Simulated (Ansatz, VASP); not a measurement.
# Two plane-wave programs on Mg3Se4

```
Mg Se
1.0
     4.03617    0.00000    0.00000
    -2.01809    3.49543    0.00000
     0.00000    0.00000   11.26124
Mg Se
3 4
Direct
  0.00000 0.00000 0.00000
  0.66667 0.33333 0.71832
  0.33333 0.66667 0.28168
  0.33333 0.66667 0.86197
  0.66667 0.33333 0.13803
  0.00000 0.00000 0.39355
  0.00000 0.00000 0.60645
```

Alike in both runs: functional PBE; k mesh 12 × 12 × 4; no spin polarisation.

Ansatz relaxed the structure, and its values are those at the end. VASP's run is a single point on that final structure, the one shown.

```csv
,VASP,Ansatz
version,VASP 6.6.1,Ansatz 0.2.0
potentials or method,"VASP PAW PBE potentials, release 64 (Mg, Se), cutoff 520 eV","scalar-relativistic, plane waves, PAW"
occupations,"gaussian, width 0.01 eV",fixed
valence electrons in the cell,30,94
```

```csv
,VASP,Ansatz,Ansatz less VASP
gap on the k mesh at the Fermi level (eV),0.71,0.72,+0.008
least direct gap on the mesh (eV),0.71,0.72,+0.008
pressure (GPa),-0.1,0.0,+0.08
rms of the force components (eV/Å),0.010,0.000,-0.0099
```

VASP's potentials hold 30 valence electrons a cell and Ansatz's 94, so a difference there can come from the potentials and not from the codes.
